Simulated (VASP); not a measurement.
# Al (I4_1/amd) in VASP: notebook

Al is run at these levels: PBE; tasks: single point, relaxation of cell and atoms.

All numbers are computed with VASP 6.6.1; they aren't measurements. Logs are shortened: lines on timing, memory, paths and dates and some standing lists are left out, and cuts for length are marked.

## (1) The cell of the first run

The structure is tetragonal, space group I4_1/amd (No. 141). Conventional cell: a = 5.309 Å, b = 5.309 Å, c = 7.415 Å, α = 90.00°, β = 90.00°, γ = 90.00°. Al (site symmetry -4m2) has 16 Al at 3.08 to 3.24 Å within 4.1 Å. Within 3.5 Å of Al (site symmetry 2/m) lie 12 Al at 2.64 to 3.11 Å.

The cell was generated, and may not be a known phase.

## (2) Single point, PBE

INCAR

```
SYSTEM = Al
  ALGO = Normal
  EDIFF = 1E-6
  ENCUT = 520
  GGA = PE
  ISIF = 2
  ISMEAR = 0
  LASPH = .True.
  LCHARG = .False.
  LREAL = .False.
  LWAVE = .False.
  NBANDS = 18
  NELM = 100
  PREC = Accurate
  SIGMA = 0.1
```

KPOINTS

```
k-points
0
Gamma
  6 6 6
  0 0 0
```

POSCAR

```
Al
1.0
   -2.6545783136      2.6545783136      3.7074886755
    2.6545783136     -2.6545783136      3.7074886755
    2.6545783136      2.6545783136     -3.7074886755
Al
6
Direct
    0.5000000000      0.5000000000      0.0000000000
    0.2500000000      0.7500000000      0.5000000000
    0.8750140113      0.6250000000      0.7500140113
    0.8749859887      0.1250000000      0.2499859887
    0.3750000000      0.1249859887      0.2499859887
    0.8750000000      0.1250140113      0.7500140113
```

Potentials or basis: VASP PAW PBE potentials, release 64 (Al).

On the command line:

```
$ cat potpaw_PBE.64/Al/POTCAR > POTCAR
$ mpirun -np 1 vasp_std > vasp.out
```

OUTCAR:

```text
SYSTEM = Al
   EDIFF = 1E-6
   ENCUT = 520
   GGA = PE
   ISIF = 2
   ISMEAR = 0
   LASPH = .True.
   LREAL = .False.
   NELM = 100
   PREC = Accurate

 ion  position               nearest neighbor table
   1  0.500  0.500  0.000-   4 3.08   3 3.08   5 3.08   6 3.08   5 3.11   6 3.11   3 3.11   4 3.11
                             6 3.11   4 3.11   5 3.11   3 3.11   2 3.24   2 3.24   2 3.24   2 3.24
   2  0.250  0.750  0.500-   3 3.08   5 3.08   6 3.08   4 3.08   5 3.11   3 3.11   4 3.11   6 3.11
                             4 3.11   3 3.11   5 3.11   6 3.11   1 3.24   1 3.24   1 3.24   1 3.24
   3  0.875  0.625  0.750-   5 2.64   6 2.64   6 2.64   5 2.64   4 2.65   4 2.65   2 3.08   1 3.08
                             2 3.11   1 3.11   2 3.11   1 3.11
   4  0.875  0.125  0.250-   6 2.64   5 2.64   5 2.64   6 2.64   3 2.65   3 2.65   1 3.08   2 3.08
                             1 3.11   2 3.11   2 3.11   1 3.11
   5  0.375  0.125  0.250-   3 2.64   4 2.64   3 2.64   4 2.64   6 2.65   6 2.65   1 3.08   2 3.08
                             2 3.11   1 3.11   2 3.11   1 3.11
   6  0.875  0.125  0.750-   4 2.64   3 2.64   4 2.64   3 2.64   5 2.65   5 2.65   1 3.08   2 3.08
                             1 3.11   2 3.11   2 3.11   1 3.11

  LATTYP: Found a body centered tetragonal cell.
 ALAT       =     5.3091566272
 C/A-ratio  =     1.3966394046

  Lattice vectors:

 A1 = (  -2.6545783136,   2.6545783136,   3.7074886755)
 A2 = (   2.6545783136,  -2.6545783136,   3.7074886755)
 A3 = (   2.6545783136,   2.6545783136,  -3.7074886755)

Analysis of symmetry for initial positions (statically):
=====================================================================
 Subroutine PRICEL returns:
 Original cell was already a primitive cell.

 Routine SETGRP: Setting up the symmetry group for a
 body centered tetragonal supercell.

 Subroutine GETGRP returns: Found  8 space group operations
 (whereof  4 operations were pure point group operations)
 out of a pool of 16 trial point group operations.

The static configuration has the point symmetry D_2 .
 The point group associated with its full space group is D_4 .

Analysis of symmetry for dynamics (positions and initial velocities):
=====================================================================
 Subroutine PRICEL returns:
 Original cell was already a primitive cell.

 Routine SETGRP: Setting up the symmetry group for a
 body centered tetragonal supercell.

 Subroutine GETGRP returns: Found  8 space group operations
 (whereof  4 operations were pure point group operations)
 out of a pool of 16 trial point group operations.

The dynamic configuration has the point symmetry D_2 .
 The point group associated with its full space group is D_4 .

 Subroutine INISYM returns: Found  8 space group operations
 (whereof  4 operations are pure point group operations),
 and found     1 'primitive' translations

----------------------------------------------------------------------------------------

                                     Primitive cell

  volume of cell :     104.5035

  direct lattice vectors                    reciprocal lattice vectors
    -2.654578314  2.654578314  3.707488676     0.000000000  0.188353833  0.134862179
     2.654578314 -2.654578314  3.707488676     0.188353833  0.000000000  0.134862179
     2.654578314  2.654578314 -3.707488676     0.188353833  0.188353833  0.000000000

  length of vectors
     5.276271821  5.276271821  5.276271821     0.231657017  0.231657017  0.266372545

  position of ions in fractional coordinates (direct lattice)
     0.500000000  0.500000000  0.000000000
     0.250000000  0.750000000  0.500000000
     0.875014011  0.625000000  0.750014011
     0.874985989  0.125000000  0.249985989
     0.375000000  0.124985989  0.249985989
     0.875000000  0.125014011  0.750014011

  ion indices of the primitive-cell ions
   primitive index   ion index
                 1           1
                 2           2
                 3           3
                 4           4
                 5           5
                 6           6

----------------------------------------------------------------------------------------

 KPOINTS: k-points

Automatic generation of k-mesh.
 Grid dimensions read from file:
 generate k-points for:    6    6    6

 Generating k-lattice:

  Cartesian coordinates                     Fractional coordinates (reciprocal lattice)
     0.000000000  0.031392305  0.022477030     0.166666667  0.000000000  0.000000000
     0.031392305  0.000000000  0.022477030     0.000000000  0.166666667  0.000000000
     0.031392305  0.031392305  0.000000000     0.000000000  0.000000000  0.166666667

  Length of vectors
     0.038609503  0.038609503  0.044395424

  Shift w.r.t. Gamma in fractional coordinates (k-lattice)
     0.000000000  0.000000000  0.000000000

 Subroutine IBZKPT returns following result:
 ===========================================

 Found     30 irreducible k-points:

 Following reciprocal coordinates:
            Coordinates               Weight
  0.000000  0.000000  0.000000      1.000000
  0.166667  0.000000 -0.000000      8.000000
  0.333333  0.000000 -0.000000      8.000000
  0.500000  0.000000 -0.000000      4.000000
  0.166667  0.166667  0.000000      8.000000
  0.333333  0.166667 -0.000000     16.000000
[... 16 lines left out ...]
 -0.333333 -0.333333  0.166667      8.000000
 -0.166667 -0.333333  0.166667      8.000000
 [... further k-points ...]
   k-points           NKPTS =     30   k-points in BZ     NKDIM =     30   number of bands    NBANDS=     18
   number of dos      NEDOS =    301   number of ions     NIONS =      6
   total plane-waves  NPLWV =  64000
   dimension x,y,z NGX =    40 NGY =   40 NGZ =   40
   dimension x,y,z NGXF=    80 NGYF=   80 NGZF=   80
   ions per type =               6
   NGX,Y,Z   is equivalent  to a cutoff of  12.60, 12.60, 12.60 a.u.
   NGXF,Y,Z  is equivalent  to a cutoff of  25.21, 25.21, 25.21 a.u.
 SYSTEM =  Al
   PREC   = accura    normal or accurate (medium, high low for compatibility)
   ISTART =      0    job   : 0-new  1-cont  2-samecut
   ICHARG =      2    charge: 1-file 2-atom 10-const
   ISPIN  =      1    spin polarized calculation?
   LNONCOLLINEAR =      F non collinear calculations
   LSORBIT =      F    spin-orbit coupling
   LASPH  =      T    aspherical Exc in radial PAW
   ENCUT  =  520.0 eV  38.22 Ry    6.18 a.u.   9.81  9.81  9.81*2*pi/ulx,y,z
   NELM   =    100;   NELMIN=  2; NELMDL= -5     # of ELM steps
   EDIFF  = 0.1E-05   stopping-criterion for ELM
   LREAL  =      F    real-space projection
   EDIFFG = 0.1E-04   stopping-criterion for IOM
   NSW    =      0    number of steps for IOM
   IBRION =     -1    ionic relax: 0-MD 1-quasi-New 2-CG
   NFREE  =      0    steps in history (QN), initial steepest desc. (CG)
   ISIF   =      2    stress and relaxation
   ISYM   =      2    0-nonsym 1-usesym 2-fastsym
   POTIM  = 0.5000    time-step for ionic-motion
   TEBEG  =    0.0;   TEEND  =   0.0 temperature during run
   PSTRESS=    0.0 pullay stress
   NELECT =      18.0000    total number of electrons
   NUPDOWN=      -1.0000    fix difference up-down
   EMIN   =  10.00;   EMAX   =-10.00  energy-range for DOS
   EFERMI =   0.00;   METHOD = LEGACY
   ISMEAR =     0;   SIGMA  =   0.10  broadening in eV -4-tet -1-fermi 0-gaus
   EFERMI_NEDOS =   21; number of points for ismear=-14 and -15
   IALGO  =     38    algorithm
   IMIX   =      4    mixing-type and parameters
     AMIX     =   0.40;   BMIX     =  1.00
     AMIX_MAG =   1.60;   BMIX_MAG =  1.00
  volume/ion in A,a.u.               =      17.42       117.54
  Fermi-wavevector in a.u.,A,eV,Ry     =   0.910868  1.721291 11.288484  0.829680
  Thomas-Fermi vector in A             =   2.035080
   LORBIT       =      0    0 simple, 1 ext, 2 COOP (PROOUT), +10 PAW based schemes
   GGA     = PE    functional components
   LHFCALC =     F    Hartree Fock is set to
   AEXX    =    0.0000 exact exchange contribution
   IVDW    =     0    specifies the selected vdW correction
   LEPSILON=     F    determine dielectric tensor
   LRPA    =     F    only Hartree local field effects (RPA)
 non-spin polarized calculation
 Gauss-broadening in eV      SIGMA  =   0.10
  energy-cutoff  :      520.00
  volume of cell :      104.50
 maximum number of plane-waves:      2826
   NGX = 19   NGY = 19   NGZ = 19

 number of electron      18.0000000 magnetization

 Free energy of the ion-electron system (eV)
  ---------------------------------------------------
  ext. energy  EPLUGINS =         0.00000000
  ---------------------------------------------------
  free energy    TOTEN  =       -21.54238878 eV

  energy without entropy =      -21.53026151  energy(sigma->0) =      -21.53632515

 E-fermi :   7.3579     XC(G=0):  -9.9798

 val. band max:        7.3345007392   @ k =   0.1667   0.1667   0.1667
 cond. band min:       7.3658394240   @ k =   0.0000   0.0000   0.0000
 fundamental gap:      0.0313386848
 Fermi energy:         7.3578706246

 k-point     1 :       0.0000    0.0000    0.0000
  band No.  band energies     occupation
      1      -3.4407      2.00000
      2       2.8724      2.00000
      3       4.1824      2.00000
      4       4.2652      2.00000
      5       4.2802      2.00000
      6       4.2802      2.00000
[... 10 lines left out ...]
     17      15.3617      0.00000
     18      15.4887      0.00000

 k-point     2 :       0.1667    0.0000   -0.0000
  band No.  band energies     occupation
      1      -3.2258      2.00000
      2       1.8571      2.00000
      3       2.9541      2.00000
      4       3.8835      2.00000
      5       3.9006      2.00000
      6       4.8731      2.00000
[... 10 lines left out ...]
     17      13.6822      0.00000
     18      13.7954      0.00000

 k-point     3 :       0.3333    0.0000   -0.0000
  band No.  band energies     occupation
      1      -2.5928      2.00000
      2       0.0664      2.00000
      3       2.6130      2.00000
      4       3.6696      2.00000
      5       3.7170      2.00000
      6       4.5206      2.00000
[... 412 lines left out ...]
 k-point    23 :      -0.3333   -0.3333    0.1667
  band No.  band energies     occupation
      1      -2.0192      2.00000
      2       0.3452      2.00000
      3       0.7333      2.00000
      4       1.7762      2.00000
      5       3.9794      2.00000
      6       4.0513      2.00000
[... 10 lines left out ...]
     17      12.3453      0.00000
     18      14.0127      0.00000

 k-point    24 :      -0.1667   -0.3333    0.1667
  band No.  band energies     occupation
      1      -2.6492      2.00000
      2       0.7602      2.00000
      3       1.9727      2.00000
      4       2.7825      2.00000
      5       3.0571      2.00000
      6       4.2358      2.00000
[... 10 lines left out ...]
     17      12.8266      0.00000
     18      13.6604      0.00000

 [... further k-points ...]
[... 5 lines left out ...]
  --------------------------------------------------------------------------------------
  -------------------------------------------------------------------------------------
  Total       -0.0716301     -0.0716301      0.1224993      0.0000000      0.0000000      0.0000000
  in kB       -1.0981839     -1.0981839      1.8780759      0.0000000      0.0000000      0.0000000
  external PRESSURE =      -0.1060973 kB  Pullay stress =       0.0000000 kB

 VOLUME and BASIS-vectors are now :
 -----------------------------------------------------------------------------
  energy-cutoff  :      520.00
  volume of cell :      104.50
      direct lattice vectors                 reciprocal lattice vectors
    -2.654578314  2.654578314  3.707488676     0.000000000  0.188353833  0.134862179
     2.654578314 -2.654578314  3.707488676     0.188353833  0.000000000  0.134862179
     2.654578314  2.654578314 -3.707488676     0.188353833  0.188353833  0.000000000

 POSITION                                       TOTAL-FORCE (eV/Angst)
 -----------------------------------------------------------------------------------
      0.00000      0.00000      3.70749        -0.000000      0.000000      0.000000
      2.65458      0.00000      1.85374        -0.000000      0.000000      0.000000
      1.32729      2.65465      2.78062        -0.000000     -0.000463     -0.000000
     -1.32729      2.65450      2.78062        -0.000000      0.000463      0.000000
     -0.00007      1.32729      0.92687         0.000463      0.000000      0.000000
      0.00007      3.98187      0.92687        -0.000463      0.000000     -0.000000
 -----------------------------------------------------------------------------------
    total drift:                               -0.000000      0.000000      0.000000

  FREE ENERGIE OF THE ION-ELECTRON SYSTEM (eV)
  ---------------------------------------------------
  free  energy   TOTEN  =       -21.5423887829 eV

  energy  without entropy=      -21.5302615119  energy(sigma->0) =      -21.53632515
```

Run time: 84 s. Hardware: 1 thread of AMD EPYC 7R43 (Zen 3), shared host; peak memory 0.18 GiB.

What came out:

```yaml
Free_energy: -21.5424 eV
Pressure: 0.0 GPa
Band_gap_on_the_k_mesh: zero (bands 9 and 10 overlap by 3.53 eV)
```

Levels at points of the mesh, in eV from the Fermi level:
```csv
k point,band 5,band 6,band 7,band 8,band 9,band 10,band 11,band 12,band 13,band 14
"(0.00, 0.00, 0.00)",-3.08,-3.08,-2.49,-2.49,-2.49,-0.46,-0.44,-0.23,-0.23,-0.19
"(0.50, 0.00, 0.00)",-3.54,-3.30,-3.25,-3.07,0.64,1.22,1.29,1.66,1.89,2.02
"(0.50, 0.50, 0.00)",-5.30,-5.30,1.33,1.33,1.52,1.52,2.10,2.10,3.17,3.17
"(0.50, 0.50, 0.50)",-5.35,-5.35,1.28,1.28,1.46,1.46,2.05,2.05,3.10,3.10
```

[end of part 1 of 2]

The gap in the log of VASP goes by the Fermi energy; the results here count the filled bands.